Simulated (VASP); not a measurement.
Set up this calculation in VASP 6.6.1, as the native input.

```yaml
Task: single point
Functional: PBEsol
Potentials_or_basis: VASP PAW PBE potentials, release 64 (In_d, P)
Cutoff: 520 eV
k_mesh: 14 × 14 × 14
Occupations: gaussian, width 0.15 eV
Spin: no spin polarisation
Dipole_correction: no
Further_INCAR_settings: ALGO = Normal; EDIFF = 1e-06; NBANDS = 16
```

The structure of InP lies in POSCAR:

```
InP
1.0
    0.0000000000      2.8550000000      2.8550000000
    2.8550000000      0.0000000000      2.8550000000
    2.8550000000      2.8550000000      0.0000000000
In P
1 1
Direct
    0.0000000000      0.0000000000      0.0000000000
    0.4671628722      0.4671628722      0.5328371278
```

This cell differs from its parent crystal: all P atoms moved +0.188 Å, as atom 2 towards its neighbour atom 1 (In) at 2.855 Å.

One way to write it, as run:

INCAR

```
PREC = Accurate
ENCUT = 520
EDIFF = 1E-6
ISMEAR = 0
SIGMA = 0.15
LREAL = False
LASPH = True
NELM = 100
ALGO = Normal
ISIF = 2
LWAVE = False
LCHARG = False
GGA = PS
NBANDS = 16
```

KPOINTS

```
regular mesh
0
Gamma
  14 14 14
```

Potentials or basis: VASP PAW PBE potentials, release 64 (In_d, P).

The run is started by

```sh
$ cat potpaw_PBE.64/In_d/POTCAR potpaw_PBE.64/P/POTCAR > POTCAR
$ mpirun -np 1 vasp_std > vasp.out
```

It gave:

```json
{
  "Pressure": "-7.5 GPa",
  "Largest force": "0.214 eV/Å",
  "Band gap on the k mesh": "zero (bands 9 and 10 overlap by 2.35 eV)"
}
```

Caveat: the cell differs from its parent crystal (all P atoms moved +0.188 Å, as atom 2 towards its neighbour atom 1 (In) at 2.855 Å); the cell stands under tension; the PAW data sets were made with another functional, which shifts forces and pressure a little; spin-orbit coupling is left out, which moves the levels of the heavy elements.

It took 80 s on 1 thread of AMD EPYC 9R45 (Zen 5), with other jobs on the host, peak memory 0.27 GiB.
